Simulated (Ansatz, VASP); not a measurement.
# Y: VASP beside Ansatz

File POSCAR:

```
Y
1.0
    3.6808463851      0.0000000000      0.0000000000
   -1.8404231926      3.1877064770      0.0000000000
    0.0000000000      0.0000000000      5.7206466204
Y
2
Direct
    0.3333333333      0.6666666667      0.2500000000
    0.6666666667      0.3333333333      0.7500000000
```

INCAR.step1

```
PREC = Accurate ; ENCUT = 520
ISMEAR = -1 ; SIGMA = 0.3
LREAL = F ; LASPH = T
NELM = 100 ; NBANDS = 18
GGA = PE ; ALGO = Normal
EDIFF = 1E-4 ; LWAVE = T
LCHARG = F
```

Contents of INCAR.step2:

```
PREC = Accurate ; ENCUT = 520
EDIFF = 1E-6 ; ISMEAR = -1
SIGMA = 0.3 ; LREAL = F
LASPH = T ; NELM = 100
ALGO = Normal ; ISIF = 2
LWAVE = F ; LCHARG = F
METAGGA = R2SCAN ; LMIXTAU = T
NBANDS = 18 ; ISTART = 1
```

Contents of KPOINTS:

```
Automatic mesh
0
Gamma
  10 10 6
```

Input for Ansatz:

```yaml
crystal:
  lattice:
    - [3.6808463851, 0.0, 0.0]
    - [-1.8404231926, 3.187706477, 0.0]
    - [0.0, 0.0, 5.7206466204]
  atoms:
    - { symbol: "Y", position: [0.3333333333, 0.6666666667, 0.25] }
    - { symbol: "Y", position: [0.6666666667, 0.3333333333, 0.75] }
hamiltonian:
  xc: r2scan
  pseudopotentials:
    kind: paw
    azcp:
      "Y": "pseudopotentials/Y.paw.azcp"
basis:
  ecutwfc: 500
  fft_grid_basis: typed
kpoints:
  mp_grid: { grid: [10, 10, 6], shift: [0, 0, 0] }
magnetization:
  spin_polarized: false
scf:
  occupations: { method: fermi_dirac, width: 0.3 }
  lower_state_search: "off"
output:
  stress: true
```

Alike in both runs: task single point; functional r2SCAN; k mesh 10 × 10 × 6; occupations fermi-dirac, width 0.3 eV; no spin polarisation.

```csv
,VASP,Ansatz
version,VASP 6.6.1,Ansatz 0.2.0
potentials or method,"VASP PAW PBE potentials, release 64 (Y_sv), cutoff 520 eV","plane waves (500 eV) with PAW, scalar-relativistic"
valence electrons in the cell,22,22
```

|  | VASP | Ansatz | Ansatz less VASP |
| --- | --- | --- | --- |
| pressure (GPa) | 0.4 | 0.7 | +0.22 |
| traceless stress, the component that is largest in VASP (GPa) | 0.65 | 0.63 | -0.022 |

VASP's potentials were made for PBE, not for r2SCAN.
